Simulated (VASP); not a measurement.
## BP: single point with r2SCAN+rVV10

Crystal: BP.

```xyz
2
Lattice="0.0000 2.2538 2.2538 2.2538 0.0000 2.2538 2.2538 2.2538 0.0000" Properties=species:S:1:pos:R:3 pbc="T T T"
P     3.3807    3.3807    3.3807
B     0.0000    0.0000    0.0000
```

* Program: VASP 6.6.1
* Task: single point
* Functional: r2SCAN
* Dispersion: rVV10
* Potentials or basis: VASP PAW PBE potentials, release 64 (P, B)
* Cutoff: 520 eV
* k mesh: 10 × 10 × 10
* Occupations: fermi-dirac, width 0.05 eV
* Spin: no spin polarisation

```yaml
Pressure: 2.3 GPa
Band_gap_on_the_k_mesh: 1.39 eV, indirect (least direct gap 3.67 eV)
```

Levels at points of the mesh, in eV from the valence-band top:
```tsv
k point	band 1	band 2	band 3	band 4	band 5	band 6	band 7	band 8	band 9
(0.00, 0.00, 0.00)	-16.46	0.00	0.00	0.00	3.67	3.67	3.67	8.33	12.48
(0.50, 0.00, 0.00)	-12.88	-9.67	-1.89	-1.89	4.25	5.03	5.03	10.94	15.61
(0.50, 0.50, 0.00)	-11.18	-9.24	-4.43	-4.43	1.47	1.85	13.26	13.26	16.64
```

It took 82 s on 1 thread of Intel Xeon 6975P-C, with other jobs on the host, peak memory 0.22 GiB.

Caveat: the PAW data sets were made with another functional, which shifts forces and pressure a little. A k mesh can miss the band edges.
